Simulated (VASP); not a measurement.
A run of VASP 6.6.1:

INCAR

```
SYSTEM = Cu
ALGO     = Normal         ! electronic algorithm
EDIFF    = 1E-7           ! SCF threshold, eV
ENCUT    = 520            ! plane-wave cutoff, eV
GGA      = RP             ! functional
ISIF     = 2              ! what is computed and relaxed
ISMEAR   = -1             ! smearing method
LASPH    = .True.         ! aspherical terms in the spheres
LCHARG   = .False.        ! write CHGCAR
LREAL    = .False.        ! projectors in reciprocal space
LWAVE    = .False.        ! write WAVECAR
NBANDS   = 12             ! bands
NELM     = 100            ! most SCF steps
PREC     = Accurate       ! precision mode
SIGMA    = 0.1            ! smearing width, eV
```

File KPOINTS:

```
k-points
0
Gamma
  24 24 24
  0 0 0
```

File POSCAR:

```
Cu
1.0
    0.0000000000      1.8839852460      1.8839852460
    1.8839852460      0.0000000000      1.8839852460
    1.8839852460      1.8839852460      0.0000000000
Cu
1
Direct
    0.0000000000      0.0000000000      0.0000000000
```

Potentials or basis: VASP PAW PBE potentials, release 64 (Cu).

Launch:

```bash
$ cat potpaw_PBE.64/Cu/POTCAR > POTCAR
$ mpirun -np 1 vasp_std > vasp.out
```

Hardware: 1 thread of Intel Xeon 8259CL (shared host).

Q: Estimate the wall time of this run.

A: It took 52 s on 1 thread of Intel Xeon 8259CL (shared host), peak memory 0.17 GiB. Counts: scf iterations 12, k points 413.
